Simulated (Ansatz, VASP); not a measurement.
## One calculation of ZnCd2S3, two programs

POSCAR

```
ZnCd2S3
1.0
   -2.0277315603      2.0277315603      8.7320517673
    2.0277315603     -2.0277315603      8.7320517673
    2.0277315603      2.0277315603     -8.7320517673
Zn Cd S
1 2 3
Direct
    0.0000000000      0.0000000000      0.0000000000
    0.6614288227      0.6614288227      0.0000000000
    0.3385711773      0.3385711773      0.0000000000
    0.7500000000      0.2500000000      0.5000000000
    0.4274873136      0.9274873136      0.5000000000
    0.0725126864      0.5725126864      0.5000000000
```

The input INCAR.step1:

```
PREC = Accurate
ENCUT = 520
ISMEAR = 0
SIGMA = 0.02
LREAL = F
LASPH = T
NELM = 100
NBANDS = 36
GGA = PE
ALGO = Normal
EDIFF = 1E-4
LWAVE = T
LCHARG = F
```

INCAR.step2

```
PREC = Accurate
ENCUT = 520
EDIFF = 1E-7
ISMEAR = 0
SIGMA = 0.02
LREAL = F
LASPH = T
NELM = 100
ALGO = Normal
ISIF = 2
LWAVE = F
LCHARG = F
METAGGA = R2SCAN
LMIXTAU = T
NBANDS = 36
ISTART = 1
```

KPOINTS

```
Automatic mesh
0
Gamma
  10 10 10
```

Input for Ansatz:

```yaml
crystal:
  lattice:
    - [-2.0277315603, 2.0277315603, 8.7320517673]
    - [2.0277315603, -2.0277315603, 8.7320517673]
    - [2.0277315603, 2.0277315603, -8.7320517673]
  atoms:
    - { symbol: Zn, position: [0.0, 0.0, 0.0] }
    - { symbol: Cd, position: [0.6614288227, 0.6614288227, 0.0] }
    - { symbol: Cd, position: [0.3385711773, 0.3385711773, 0.0] }
    - { symbol: S, position: [0.75, 0.25, 0.5] }
    - { symbol: S, position: [0.4274873136, 0.9274873136, 0.5] }
    - { symbol: S, position: [0.0725126864, 0.5725126864, 0.5] }
basis:
  ecutwfc: 500
kpoints:
  mp_grid: { grid: [10, 10, 10] }
  band_path:
    path:
      - [[0.0, 0.0, 0.0], [0.0, 0.0, 0.5], [0.25, 0.25, 0.25], [0.0, 0.5, 0.0], [0.0, 0.0, 0.0], [0.5, 0.5, -0.5], [0.26348119, 0.73651881, -0.26348119]]
      - [[-0.26348119, 0.26348119, 0.26348119], [0.0, 0.0, 0.0]]
      - [[0.0, 0.0, 0.5], [-0.02696239, 0.02696239, 0.5]]
      - [[0.5, 0.5, -0.02696239], [0.5, 0.5, -0.5]]
    npoints: 14
hamiltonian:
  xc: r2scan
scf:
  occupations: { method: gaussian, width: 0.02 }
  n_extra_bands: 15
output:
  forces: true
  stress: true
  eigenvalues: true
  populations: true
  dos: { projected: true, de: 0.02, nscf_kmesh: { grid: [15, 15, 15] } }
  bader: true
  write_density: true
  write_potential: true
  elf: true
  volumetric_format: npy
```

Alike in both runs: task single point; functional r2SCAN; k mesh 10 × 10 × 10; occupations gaussian, width 0.02 eV; no spin polarisation.

|  | VASP | Ansatz |
| --- | --- | --- |
| version | VASP 6.6.1 | Ansatz 0.2.0 |
| potentials or method | VASP PAW PBE potentials, release 64 (Zn, Cd, S), cutoff 520 eV | scalar-relativistic, plane waves, PAW |
| valence electrons in the cell | 54 | 70 |

|  | VASP | Ansatz | Ansatz less VASP |
| --- | --- | --- | --- |
| gap on the k mesh at the Fermi level (eV) | 1.70 | 1.70 | 0.000 |
| least direct gap on the mesh (eV) | 1.70 | 1.70 | 0.000 |
| pressure (GPa) | -1.4 | -1.6 | -0.24 |
| rms of the force components (eV/Å) | 0.020 | 0.011 | -0.0088 |

VASP's potentials were made for PBE, not for r2SCAN. Atom by atom the forces differ by 0.009 eV/Å (rms over components). The functional is the same, so the differences come from potentials, cutoffs and numerics. VASP's potentials hold 54 valence electrons a cell and Ansatz's 70, so a difference there can come from the potentials and not from the codes.
